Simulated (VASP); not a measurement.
Runs of VASP 6.6.1 on AlGaN2. The structure is that of space group P-4m2 (No. 115), or close to it. The cells are those of the table. 

| cell | gap on the mesh (eV) | pressure (GPa) | largest force (eV/Å) |
| --- | --- | --- | --- |
| a = 3.090, b = 3.090, c = 4.570 Å, 4 atoms | (a) | -4.3 | 0.26 |
| a = 3.043, b = 3.043, c = 4.714 Å, 4 atoms | 2.66 | -4.6 | 0.33 |
| a = 3.229, b = 3.229, c = 4.185 Å, 4 atoms | (b) | -4.9 | 0.01 |
| a = 3.383, b = 3.383, c = 3.812 Å, 4 atoms | 2.43 | -8.3 | 0.22 |
| a = 2.956, b = 2.956, c = 4.996 Å, 4 atoms | 2.23 | -5.9 | 0.42 |

Alike in all rows: task single point; level LDA; potentials or basis VASP PAW LDA potentials, release 64 (Al, Ga_d, N); no spin polarisation; k mesh 8 × 8 × 6; cutoff (eV) 520; smearing gaussian 0.05 eV.

Problem. Estimate the missing entries.

Solution. (a) 2.78; (b) 2.88.

A k mesh can miss the band edges, and the runs leave out spin-orbit coupling on Ga.
